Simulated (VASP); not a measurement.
Set up this calculation in VASP 6.6.1, as the native input.

```yaml
Task: single point
Functional: PBEsol
Potentials_or_basis: VASP PAW PBE potentials, release 64 (Mo_sv)
Cutoff: 520 eV
k_mesh: 8 × 8 × 8
Occupations: gaussian, width 0.1 eV
Spin: no spin polarisation
Dipole_correction: no
Further_INCAR_settings: ALGO = Fast; EDIFF = 1e-06; NBANDS = 13
```

The structure of Mo lies in POSCAR:

```
Mo
1.0
   -1.5838089700      1.5838089700      1.5838089700
    1.5838089700     -1.5838089700      1.5838089700
    1.5838089700      1.5838089700     -1.5838089700
Mo
1
Direct
    0.0000000000      0.0000000000      0.0000000000
```

The input as run:

INCAR

```
SYSTEM = Mo
ALGO = Fast
EDIFF = 1E-6
ENCUT = 520
GGA = PS
ISIF = 2
ISMEAR = 0
LASPH = .TRUE.
LCHARG = .FALSE.
LREAL = .FALSE.
LWAVE = .FALSE.
NBANDS = 13
NELM = 60
PREC = Accurate
SIGMA = 0.1
```

KPOINTS

```
k-points
0
G
  8 8 8
  0 0 0
```

Potentials or basis: VASP PAW PBE potentials, release 64 (Mo_sv).

Command:

```bash
$ cat potpaw_PBE.64/Mo_sv/POTCAR > POTCAR
$ mpirun -np 1 vasp_std > vasp.out
```

Results of the run:

```yaml
Pressure: -8.2 GPa
Band_gap_on_the_k_mesh: zero (band 7 reaches 16.11 eV, above the bottom of band 8 at 10.86 eV)
```

Caveat: the PAW data sets were made with another functional, which shifts forces and pressure a little.

Run time: 8.9 s on 1 thread of Intel(R) Xeon(R) Platinum 8259CL CPU @ 2.50GHz (Skylake/Cascade Lake), with other jobs on the host, peak memory 0.12 GiB.
